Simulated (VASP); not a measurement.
# Sr (Im-3m) in VASP: notebook, part 2 of 2

VASP 6.6.1.

**5. Single point, revPBE (volume scaled by 1.12)**

Input file INCAR:

```
SYSTEM = Sr
PREC = Accurate ; ENCUT = 520
EDIFF = 1E-6 ; ISMEAR = -1
SIGMA = 0.1 ; LREAL = .False.
LASPH = .True. ; NELM = 100
ALGO = Normal ; ISIF = 2
LWAVE = .False. ; LCHARG = .True.
GGA = RE ; LELF = .True.
LVHAR = .True. ; NBANDS = 11
```

Input file KPOINTS:

```
regular mesh
0
Gamma
  10 10 10
  0 0 0
```

Input file POSCAR:

```
Sr
1.0
   -2.5187160594      2.5187160594      2.5187160594
    2.5187160594     -2.5187160594      2.5187160594
    2.5187160594      2.5187160594     -2.5187160594
Sr
1
Direct
    0.0000000000      0.0000000000      0.0000000000
```

Potentials or basis: VASP PAW PBE potentials, release 64 (Sr_sv).

Command:

```sh
$ cat potpaw_PBE.64/Sr_sv/POTCAR > POTCAR
$ mpirun -np 1 vasp_std > vasp.out
```

OUTCAR:

```text
SYSTEM = Sr
   PREC = Accurate
   ENCUT = 520
   EDIFF = 1E-6
   ISMEAR = -1
   LREAL = .False.
   LASPH = .True.
   NELM = 100
   ISIF = 2
   GGA = RE

 ion  position               nearest neighbor table
   1  0.000  0.000  0.000-

  LATTYP: Found a body centered cubic cell.
 ALAT       =     5.0374321188

  Lattice vectors:

 A1 = (  -2.5187160594,   2.5187160594,   2.5187160594)
 A2 = (   2.5187160594,  -2.5187160594,   2.5187160594)
 A3 = (   2.5187160594,   2.5187160594,  -2.5187160594)

Analysis of symmetry for initial positions (statically):
[... 504 lines left out ...]
      4     -17.7051      2.00000
      5      -0.8552      2.00000
      6       2.2757      0.00003
      7       2.7899      0.00000
      8       3.8673      0.00000
      9       4.5532      0.00000
     10       4.8770      0.00000
     11       7.1566      0.00000

 [... further k-points ...]
[... 5 lines left out ...]
  --------------------------------------------------------------------------------------
  -------------------------------------------------------------------------------------
  Total       -0.3969267     -0.3969267     -0.3969267      0.0000000      0.0000000     -0.0000000
  in kB       -9.9500034     -9.9500034     -9.9500034      0.0000000      0.0000000     -0.0000000
  external PRESSURE =      -9.9500034 kB  Pullay stress =       0.0000000 kB

 VOLUME and BASIS-vectors are now :
 -----------------------------------------------------------------------------
  energy-cutoff  :      520.00
  volume of cell :       63.91
      direct lattice vectors                 reciprocal lattice vectors
    -2.518716059  2.518716059  2.518716059     0.000000000  0.198513841  0.198513841
     2.518716059 -2.518716059  2.518716059     0.198513841  0.000000000  0.198513841
     2.518716059  2.518716059 -2.518716059     0.198513841  0.198513841  0.000000000

 POSITION                                       TOTAL-FORCE (eV/Angst)
 -----------------------------------------------------------------------------------
      0.00000      0.00000      0.00000         0.000000      0.000000      0.000000
 -----------------------------------------------------------------------------------
    total drift:                                0.000000      0.000000     -0.000000

  FREE ENERGIE OF THE ION-ELECTRON SYSTEM (eV)
  ---------------------------------------------------
  free  energy   TOTEN  =        -1.4725162625 eV

  energy  without entropy=       -1.4223796283  energy(sigma->0) =       -1.44744795
```

OSZICAR:

```text
N       E                     dE             d eps       ncg     rms          rms(c)
DAV:   1     0.367622649451E+02    0.36762E+02   -0.47077E+03  1034   0.775E+02
DAV:   2     0.349242626633E+00   -0.36413E+02   -0.35758E+02  1193   0.150E+02
DAV:   3    -0.137761889593E+01   -0.17269E+01   -0.17103E+01  1579   0.241E+01
DAV:   4    -0.145285719847E+01   -0.75238E-01   -0.75086E-01  1375   0.442E+00
DAV:   5    -0.145391466053E+01   -0.10575E-02   -0.10573E-02  1523   0.459E-01    0.991E+00
DAV:   6    -0.146417130393E+01   -0.10257E-01   -0.10957E-02  1223   0.113E+00    0.549E+00
DAV:   7    -0.147206577275E+01   -0.78945E-02   -0.18981E-02  1148   0.149E+00    0.379E-01
DAV:   8    -0.147244427445E+01   -0.37850E-03   -0.21188E-03  1442   0.333E-01    0.135E-01
DAV:   9    -0.147249307886E+01   -0.48804E-04   -0.11346E-04  1332   0.811E-02    0.500E-02
DAV:  10    -0.147251797571E+01   -0.24897E-04   -0.25563E-05  1236   0.386E-02    0.215E-02
DAV:  11    -0.147251681918E+01    0.11565E-05   -0.13829E-06  1250   0.832E-03    0.205E-03
DAV:  12    -0.147251626246E+01    0.55673E-06   -0.20568E-07   746   0.269E-03
   1 F= -.14725163E+01 E0= -.14474479E+01  d E =-.501366E-01
```

Run time: 34 s. Hardware: 1 thread of AMD EPYC 7R43 (Zen 3), shared host; peak memory 0.15 GiB.

What came out:

```yaml
Free_energy: -1.4725 eV
Pressure: -1.0 GPa
Band_gap_on_the_k_mesh: zero (band 5 reaches 1.39 eV, above the bottom of band 6 at 1.20 eV)
```

Caveat: the PAW data sets were made with another functional, which shifts forces and pressure a little.

**6. Single point, revPBE**

Input file INCAR:

```
PREC = Accurate ; ENCUT = 520
EDIFF = 1E-6 ; ISMEAR = -1
SIGMA = 0.1 ; LREAL = False
LASPH = True ; NELM = 80
ALGO = Normal ; ISIF = 2
LWAVE = False ; LCHARG = False
GGA = RE ; NBANDS = 11
```

Input file KPOINTS:

```
Automatic mesh
0
Gamma
  15 15 15
```

Input file POSCAR:

```
Sr
1.0
   -2.4253432070      2.4253432070      2.4253432070
    2.4253432070     -2.4253432070      2.4253432070
    2.4253432070      2.4253432070     -2.4253432070
Sr
1
Direct
    0.0000000000      0.0000000000      0.0000000000
```

Potentials or basis: VASP PAW PBE potentials, release 64 (Sr_sv).

Command:

```sh
$ cat potpaw_PBE.64/Sr_sv/POTCAR > POTCAR
$ mpirun -np 1 vasp_std > vasp.out
```

OUTCAR:

```text
PREC = Accurate
   ENCUT = 520
   EDIFF = 1E-6
   ISMEAR = -1
   LREAL = False
   LASPH = True
   NELM = 80
   ISIF = 2
   GGA = RE

 ion  position               nearest neighbor table
   1  0.000  0.000  0.000-

  LATTYP: Found a body centered cubic cell.
 ALAT       =     4.8506864140

  Lattice vectors:

 A1 = (  -2.4253432070,   2.4253432070,   2.4253432070)
 A2 = (   2.4253432070,  -2.4253432070,   2.4253432070)
[... 503 lines left out ...]
  band No.  band energies     occupation
      1     -35.1758      2.00000
      2     -17.2337      2.00000
      3     -17.1639      2.00000
      4     -17.1011      2.00000
      5       1.0702      1.97919
      6       1.6765      0.36251
      7       2.4757      0.00015
      8       4.8967      0.00000
      9       5.5872      0.00000
     10       6.2967      0.00000
     11       7.0853      0.00000

 [... further k-points ...]
[... 5 lines left out ...]
  --------------------------------------------------------------------------------------
  -------------------------------------------------------------------------------------
  Total        0.0037704      0.0037704      0.0037704      0.0000000      0.0000000      0.0000000
  in kB        0.1058571      0.1058571      0.1058571      0.0000000      0.0000000      0.0000000
  external PRESSURE =       0.1058571 kB  Pullay stress =       0.0000000 kB

 VOLUME and BASIS-vectors are now :
 -----------------------------------------------------------------------------
  energy-cutoff  :      520.00
  volume of cell :       57.07
      direct lattice vectors                 reciprocal lattice vectors
    -2.425343207  2.425343207  2.425343207     0.000000000  0.206156390  0.206156390
     2.425343207 -2.425343207  2.425343207     0.206156390  0.000000000  0.206156390
     2.425343207  2.425343207 -2.425343207     0.206156390  0.206156390  0.000000000

 POSITION                                       TOTAL-FORCE (eV/Angst)
 -----------------------------------------------------------------------------------
      0.00000      0.00000      0.00000         0.000000     -0.000000     -0.000000
 -----------------------------------------------------------------------------------
    total drift:                                0.000000      0.000000     -0.000000

  FREE ENERGIE OF THE ION-ELECTRON SYSTEM (eV)
  ---------------------------------------------------
  free  energy   TOTEN  =        -1.4942098072 eV

  energy  without entropy=       -1.4462085392  energy(sigma->0) =       -1.47020917
```

OSZICAR:

```text
N       E                     dE             d eps       ncg     rms          rms(c)
DAV:   1     0.371787270226E+02    0.37179E+02   -0.47460E+03  2640   0.782E+02
DAV:   2     0.286587484290E+00   -0.36892E+02   -0.36166E+02  3067   0.152E+02
DAV:   3    -0.140631111723E+01   -0.16929E+01   -0.16736E+01  3940   0.243E+01
DAV:   4    -0.147957643830E+01   -0.73265E-01   -0.73117E-01  3486   0.459E+00
DAV:   5    -0.148103402453E+01   -0.14576E-02   -0.14575E-02  3799   0.498E-01    0.107E+01
DAV:   6    -0.148793169319E+01   -0.68977E-02   -0.10198E-02  3178   0.110E+00    0.597E+00
DAV:   7    -0.149386863488E+01   -0.59369E-02   -0.17420E-02  2880   0.145E+00    0.372E-01
DAV:   8    -0.149414915959E+01   -0.28052E-03   -0.17652E-03  3576   0.295E-01    0.139E-01
DAV:   9    -0.149418863000E+01   -0.39470E-04   -0.10158E-04  3284   0.811E-02    0.430E-02
DAV:  10    -0.149421135351E+01   -0.22724E-04   -0.22875E-05  3200   0.347E-02    0.198E-02
DAV:  11    -0.149421033595E+01    0.10176E-05   -0.11615E-06  3071   0.761E-03    0.223E-03
DAV:  12    -0.149420980716E+01    0.52880E-06   -0.18352E-07  1833   0.275E-03
   1 F= -.14942098E+01 E0= -.14702092E+01  d E =-.480013E-01
```

stdout:

```text
POSCAR found type information on POSCAR Sr
 POSCAR found :  1 types and       1 ions
 scaLAPACK will be used
 -----------------------------------------------------------------------------
|                                                                             |
|                                                                             |
|     You enforced a specific xc type in the INCAR file but a different       |
|     I HOPE YOU KNOW WHAT YOU ARE DOING!                                     |
|                                                                             |
 -----------------------------------------------------------------------------

 LDA part: xc-table for (Slater+PW92), standard interpolation
 POSCAR, INCAR and KPOINTS ok, starting setup
 FFT: planning ... GRIDC
 FFT: planning ... GRID_SOFT
 FFT: planning ... GRID
 WAVECAR not read
 entering main loop
```

Run time: 61 s. Hardware: 1 thread of AMD EPYC 7R43 (Zen 3), shared host; peak memory 0.18 GiB.

What came out:

```yaml
Free_energy: -1.4942 eV
Pressure: 0.0 GPa
Band_gap_on_the_k_mesh: zero (band 5 reaches 1.84 eV, above the bottom of band 6 at 1.48 eV)
```

Caveat: the PAW data sets were made with another functional, which shifts forces and pressure a little.

**7. The runs side by side**

```csv
cell,k mesh,gap on the mesh (eV),pressure (GPa)
"a = 4.201 Å, angles 109.5°, 1 atom",10 × 10 × 10,none,0.0
"a = 4.256 Å, angles 109.5°, 1 atom",10 × 10 × 10,none,-0.4
"a = 4.310 Å, angles 109.5°, 1 atom",10 × 10 × 10,none,-0.7
"a = 4.363 Å, angles 109.5°, 1 atom",10 × 10 × 10,none,-1.0
"a = 4.201 Å, angles 109.5°, 1 atom",15 × 15 × 15,none,0.0
```

Alike in all rows: task single point; level revPBE; potentials or basis VASP PAW PBE potentials, release 64 (Sr_sv); no spin polarisation; cutoff (eV) 520; smearing fermi-dirac 0.1 eV.

Caveats: the PAW data sets were made with another functional, which shifts forces and pressure a little.

Absolute energies hang on the potentials; compare differences alone.
